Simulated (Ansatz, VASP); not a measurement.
## One calculation of Cr, two programs

```
CELL_PARAMETERS angstrom
4.07706 0.00000 0.00000
-2.03853 3.53084 0.00000
0.00000 0.00000 2.49924
ATOMIC_POSITIONS crystal
Cr 0.00000 0.00000 0.00000
Cr 0.33333 0.66667 0.50000
Cr 0.66667 0.33333 0.50000
```

Alike in both runs: task relaxation of cell and atoms; functional BLYP; k mesh 9 × 9 × 13; occupations fermi-dirac, width 0.1 eV; no spin polarisation.

|  | VASP | Ansatz |
| --- | --- | --- |
| version | VASP 6.6.1 | Ansatz 0.2.0 |
| potentials or method | VASP PAW PBE potentials, release 64 (Cr_pv), cutoff 600 eV | plane waves (420 eV) with PAW, scalar-relativistic |
| valence electrons in the cell | 36 | 42 |

|  | VASP | Ansatz | Ansatz less VASP |
| --- | --- | --- | --- |
| relaxed volume (Å³/atom) | 12.25 | 12.26 | +0.003 |
| relaxed cell length with the largest relative difference (Å) | 4.290 | 4.290 | +0.0004 |

VASP's potentials were made for PBE, not for BLYP. VASP's potentials hold 36 valence electrons a cell and Ansatz's 42, so a difference there can come from the potentials and not from the codes.
